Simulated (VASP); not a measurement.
Wanted: the native input for a VASP 6.6.1 run.

| Item | Value |
| --- | --- |
| Task | single point |
| Functional | PBEsol |
| Potentials or basis | VASP PAW PBE potentials, release 64 (Sb) |
| Cutoff | 520 eV |
| k mesh | 13 × 13 × 15 |
| Occupations | fermi-dirac, width 0.03 eV |
| Spin | no spin polarisation |
| Dipole correction | no |
| Further INCAR settings | ALGO = Normal; EDIFF = 1e-06; NBANDS = 8 |

The structure of Sb lies in POSCAR:

```
Sb
1.0
   -1.5249250000      1.5001250000      2.4800000000
    1.5001250000     -1.5249250000      2.4800000000
    1.5098750000      1.5098750000     -2.4950500000
Sb
1
Direct
    0.0000000000      0.0000000000      0.0000000000
```

This cell differs from its parent crystal: equal xy, yz and zx shear strains of -1 %.

These files were run (other wordings do the same):

INCAR

```
SYSTEM = Sb
  PREC = Accurate
  ENCUT = 520
  EDIFF = 1E-6
  ISMEAR = -1
  SIGMA = 0.03
  LREAL = .FALSE.
  LASPH = .TRUE.
  NELM = 60
  ALGO = Normal
  ISIF = 2
  LWAVE = .FALSE.
  LCHARG = .FALSE.
  GGA = PS
  NBANDS = 8
```

KPOINTS

```
regular mesh
0
G
  13 13 15
  0 0 0
```

Potentials or basis: VASP PAW PBE potentials, release 64 (Sb).

Run with:

```sh
$ cat potpaw_PBE.64/Sb/POTCAR > POTCAR
$ mpirun -np 1 vasp_std > vasp.out
```

Results of the run:

```
Pressure               : 15.4 GPa
Band gap on the k mesh : zero (an odd number of electrons rules out a gap without spin polarisation)
```

Caveat: the cell differs from its parent crystal (equal xy, yz and zx shear strains of -1 %); the cell stands under pressure; the PAW data sets were made with another functional, which shifts forces and pressure a little; spin-orbit coupling is left out, which moves the levels of the heavy elements.

It took 22 s on 1 thread of Intel(R) Xeon(R) 6975P-C (Granite Rapids), on a shared host, peak memory 0.23 GiB.
